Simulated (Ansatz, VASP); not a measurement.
## One calculation of Ge, two programs

```
Ge
1.0
     3.92982    0.00000    0.00000
    -1.96491    3.40332    0.00000
     0.00000    0.00000    6.48750
Ge
4
Direct
  0.66667 0.33333 0.06290
  0.33333 0.66667 0.56290
  0.66667 0.33333 0.43710
  0.33333 0.66667 0.93710
```

Alike in both runs: task single point; functional r2SCAN; k mesh 7 × 7 × 4; occupations methfessel-paxton of order 1, width 0.15 eV; no spin polarisation.

```csv
,VASP,Ansatz
version,VASP 6.6.1,Ansatz 0.2.0
potentials or method,"VASP PAW PBE potentials, release 64 (Ge_d), cutoff 520 eV","plane waves, PAW"
valence electrons in the cell,56,56
```

|  | VASP | Ansatz | Ansatz less VASP |
| --- | --- | --- | --- |
| pressure (GPa) | 4.1 | 4.1 | -0.02 |

VASP's potentials were made for PBE, not for r2SCAN. The functional is the same, so the differences come from potentials, cutoffs and numerics.
